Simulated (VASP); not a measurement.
EuO:

```xyz
2
Lattice="0.0000 2.5720 2.5720 2.5720 0.0000 2.5720 2.5720 2.5720 0.0000" Properties=species:S:1:pos:R:3 pbc="T T T"
Eu    2.5720    2.5720    2.5720
O     0.0000    0.0000    0.0000
```

Base run:

- Program: VASP 6.6.1
- Functional: LDA
- Potentials or basis: VASP PAW PBE potentials, release 64 (Eu, O)
- Cutoff: 600 eV
- k mesh: 6 × 6 × 6
- Occupations: gaussian, width 0.05 eV
- Spin: collinear spin, ferromagnetic start
- Starting moments: [6.75, -0.07] μB
- Hubbard terms: Eu f U = 7.0 eV

Its results: pressure -6.3 GPa; site moments Eu +6.76; O -0.08 μB.

Problem. The run is repeated on the same cell with these changes: moments at the start from [6.75, -0.07] to [3.5, 0.0]; fixed moment from none to 3.5 μB. What comes out?

Solution. Pressure -13.0 GPa; site moments Eu +4.06; O -0.22 μB.

Caveats: the cell stands under tension; the PAW data sets were made with another functional, which shifts forces and pressure a little; a cell with one magnetic atom can't hold antiferromagnetic order, which such compounds often take; the total moment is fixed, so each spin has its own Fermi level (at least some runs).
